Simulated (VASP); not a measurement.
# Rh (P6/mmm) in VASP: single point with r2SCAN

Aim: the single point of Rh with r2SCAN.

Program: VASP 6.6.1. These are calculated values, not measurements. Logs are shortened: lines on timing, memory, paths and dates and some standing lists are left out, and cuts for length are marked.

### Step 1. The cell of the first run

It takes space group P6/mmm (No. 191, hexagonal). The conventional cell has a = 4.302 Å, b = 4.302 Å, c = 2.636 Å, α = 90.00°, β = 90.00°, γ = 120.00°. Within 3.5 Å of Rh (site symmetry 6/mmm) lie 14 Rh at 2.64 to 2.81 Å. Within 3.3 Å of Rh (site symmetry -6m2) lie 11 Rh at 2.48 to 2.81 Å.

This isn't the form of Rh at room conditions, which is fcc.

### Step 2. Single point, r2SCAN

The input, POSCAR:

```
Rh
1.0
    4.3024980476      0.0000000000      0.0000000000
   -2.1512490238      3.7260726089      0.0000000000
    0.0000000000      0.0000000000      2.6358883048
Rh
3
Direct
    0.0000000000      0.0000000000      0.0000000000
    0.3333333333      0.6666666667      0.5000000000
    0.6666666667      0.3333333333      0.5000000000
```

The input, INCAR.step1:

```
PREC = Accurate
ENCUT = 580
ISMEAR = 0
SIGMA = 0.1
LREAL = False
LASPH = True
NELM = 120
NBANDS = 32
GGA = PE
ALGO = Normal
EDIFF = 1E-5
LWAVE = True
LCHARG = False
GGA_COMPAT = False
```

The input, INCAR.step2:

```
PREC = Accurate
ENCUT = 580
EDIFF = 1E-6
ISMEAR = 0
SIGMA = 0.1
LREAL = False
LASPH = True
NELM = 120
ALGO = Normal
ISIF = 2
LWAVE = False
LCHARG = False
METAGGA = R2SCAN
LMIXTAU = True
NBANDS = 32
ISTART = 1
GGA_COMPAT = False
```

The input, KPOINTS:

```
Automatic mesh
0
Gamma
  12 12 18
```

Potentials or basis: VASP PAW PBE potentials, release 64 (Rh_sv_GW).

Command:

```sh
> cat potpaw_PBE.64/Rh_sv_GW/POTCAR > POTCAR
> cp INCAR.step1 INCAR
> mpirun -np 1 vasp_std > vasp.out
> cp INCAR.step2 INCAR
> mpirun -np 1 vasp_std > vasp.out
```

OUTCAR:

```text
PREC = Accurate
   ENCUT = 580
   EDIFF = 1E-6
   ISMEAR = 0
   LREAL = False
   LASPH = True
   NELM = 120
   ISIF = 2
   METAGGA = R2SCAN
   ISTART = 1

 ion  position               nearest neighbor table
   1  0.000  0.000  0.000-
   2  0.333  0.667  0.500-   3 2.48   3 2.48   3 2.48
   3  0.667  0.333  0.500-   2 2.48   2 2.48   2 2.48

  LATTYP: Found a hexagonal cell.
 ALAT       =     4.3024980476
 C/A-ratio  =     0.6126413715

  Lattice vectors:

 A1 = (   4.3024980476,   0.0000000000,   0.0000000000)
 A2 = (  -2.1512490238,   3.7260726089,   0.0000000000)
 A3 = (   0.0000000000,   0.0000000000,   2.6358883048)

Analysis of symmetry for initial positions (statically):
=====================================================================
 Subroutine PRICEL returns:
 Original cell was already a primitive cell.

 Routine SETGRP: Setting up the symmetry group for a
 hexagonal supercell.

 Subroutine GETGRP returns: Found 24 space group operations
 (whereof 24 operations were pure point group operations)
 out of a pool of 24 trial point group operations.

The static configuration has the point symmetry D_6h.

Analysis of symmetry for dynamics (positions and initial velocities):
=====================================================================
 Subroutine PRICEL returns:
 Original cell was already a primitive cell.

 Routine SETGRP: Setting up the symmetry group for a
 hexagonal supercell.

 Subroutine GETGRP returns: Found 24 space group operations
 (whereof 24 operations were pure point group operations)
 out of a pool of 24 trial point group operations.

The dynamic configuration has the point symmetry D_6h.

 Subroutine INISYM returns: Found 24 space group operations
 (whereof 24 operations are pure point group operations),
 and found     1 'primitive' translations

----------------------------------------------------------------------------------------

                                     Primitive cell

  volume of cell :      42.2570

  direct lattice vectors                    reciprocal lattice vectors
     4.302498048  0.000000000  0.000000000     0.232423115  0.134189548  0.000000000
    -2.151249024  3.726072609  0.000000000     0.000000000  0.268379096  0.000000000
     0.000000000  0.000000000  2.635888305     0.000000000  0.000000000  0.379378746

  length of vectors
[... 81 lines left out ...]
   LASPH  =      T    aspherical Exc in radial PAW
   ENCUT  =  580.0 eV  42.63 Ry    6.53 a.u.   8.45  8.45  5.18*2*pi/ulx,y,z
   NELM   =    120;   NELMIN=  2; NELMDL=  0     # of ELM steps
   EDIFF  = 0.1E-05   stopping-criterion for ELM
   LREAL  =      F    real-space projection
   EDIFFG = 0.1E-04   stopping-criterion for IOM
   NSW    =      0    number of steps for IOM
   IBRION =     -1    ionic relax: 0-MD 1-quasi-New 2-CG
   NFREE  =      0    steps in history (QN), initial steepest desc. (CG)
   ISIF   =      2    stress and relaxation
   ISYM   =      2    0-nonsym 1-usesym 2-fastsym
   POTIM  = 0.5000    time-step for ionic-motion
   TEBEG  =    0.0;   TEEND  =   0.0 temperature during run
   PSTRESS=    0.0 pullay stress
   NELECT =      51.0000    total number of electrons
   NUPDOWN=      -1.0000    fix difference up-down
   EMIN   =  10.00;   EMAX   =-10.00  energy-range for DOS
   EFERMI =   0.00;   METHOD = LEGACY
   ISMEAR =     0;   SIGMA  =   0.10  broadening in eV -4-tet -1-fermi 0-gaus
   EFERMI_NEDOS =   21; number of points for ismear=-14 and -15
   IALGO  =     38    algorithm
   IMIX   =      4    mixing-type and parameters
     AMIX     =   0.40;   BMIX     =  1.00
     AMIX_MAG =   1.60;   BMIX_MAG =  1.00
  volume/ion in A,a.u.               =      14.09        95.05
  Fermi-wavevector in a.u.,A,eV,Ry     =   1.743005  3.293801 41.335389  3.038065
  Thomas-Fermi vector in A             =   2.815161
   LORBIT       =      0    0 simple, 1 ext, 2 COOP (PROOUT), +10 PAW based schemes
   METAGGA = R2SCAN    functional components
   LHFCALC =     F    Hartree Fock is set to
   AEXX    =    0.0000 exact exchange contribution
   IVDW    =     0    specifies the selected vdW correction
   LEPSILON=     F    determine dielectric tensor
   LRPA    =     F    only Hartree local field effects (RPA)
 non-spin polarized calculation
 Gauss-broadening in eV      SIGMA  =   0.10
  energy-cutoff  :      580.00
  volume of cell :       42.26
 maximum number of plane-waves:      1402
 NGX is ok and might be reduce to    36
   NGX = 17   NGY = 17   NGZ = 11

 number of electron      50.9999990 magnetization

 Free energy of the ion-electron system (eV)
  ---------------------------------------------------
  ext. energy  EPLUGINS =         0.00000000
  ---------------------------------------------------
  free energy    TOTEN  =       -69.14798362 eV

  energy without entropy =      -69.11814574  energy(sigma->0) =      -69.13306468

 E-fermi :  10.3119     XC(G=0): -15.0571

 val. band max:       10.3102651009   @ k =   0.3333   0.1667   0.0000
 cond. band min:      10.3145353706   @ k =   0.3333   0.2500   0.2778
 fundamental gap:      0.0042702696
 Fermi energy:        10.3119435760

 k-point     1 :       0.0000    0.0000    0.0000
  band No.  band energies     occupation
      1     -70.8009      2.00000
      2     -70.6275      2.00000
      3     -70.5625      2.00000
      4     -38.1763      2.00000
      5     -38.1763      2.00000
      6     -37.7767      2.00000
[... 829 lines left out ...]
     31      19.7527      0.00000
     32      24.0398      0.00000

 [... further k-points ...]

------------------------ aborting loop because EDIFF is reached ----------------------------------------

  FORCE on cell =-STRESS in cart. coord.  units (eV):
  Direction    XX          YY          ZZ          XY          YZ          ZX
  --------------------------------------------------------------------------------------
  -------------------------------------------------------------------------------------
  Total       -0.3657118     -0.3657118     -0.3824049      0.0000000     -0.0000000      0.0000000
  in kB      -13.8659790    -13.8659790    -14.4988975      0.0000000     -0.0000000      0.0000000
  external PRESSURE =     -14.0769518 kB  Pullay stress =       0.0000000 kB

 VOLUME and BASIS-vectors are now :
 -----------------------------------------------------------------------------
  energy-cutoff  :      580.00
  volume of cell :       42.26
      direct lattice vectors                 reciprocal lattice vectors
     4.302498048  0.000000000  0.000000000     0.232423115  0.134189548  0.000000000
    -2.151249024  3.726072609  0.000000000     0.000000000  0.268379096  0.000000000
     0.000000000  0.000000000  2.635888305     0.000000000  0.000000000  0.379378746

 POSITION                                       TOTAL-FORCE (eV/Angst)
 -----------------------------------------------------------------------------------
      0.00000      0.00000      0.00000         0.000000      0.000000     -0.000000
     -0.00000      2.48405      1.31794         0.000000      0.000000      0.000000
      2.15125      1.24202      1.31794        -0.000000      0.000000     -0.000000
 -----------------------------------------------------------------------------------
    total drift:                                0.000000      0.000000     -0.000000

  FREE ENERGIE OF THE ION-ELECTRON SYSTEM (eV)
  ---------------------------------------------------
  free  energy   TOTEN  =       -69.1479836250 eV

  energy  without entropy=      -69.1181457412  energy(sigma->0) =      -69.13306468
```

Wall time 19 min (1 thread of Intel Xeon Platinum 8488C (Sapphire Rapids), shared host); peak memory 0.4 GiB.

What came out:

| Quantity | Value |
| --- | --- |
| Free energy | -69.1480 eV |
| Pressure | -1.4 GPa |
| Band gap on the k mesh | zero (an odd number of electrons rules out a gap without spin polarisation) |

Caveat: the PAW data sets were made with another functional, which shifts forces and pressure a little.
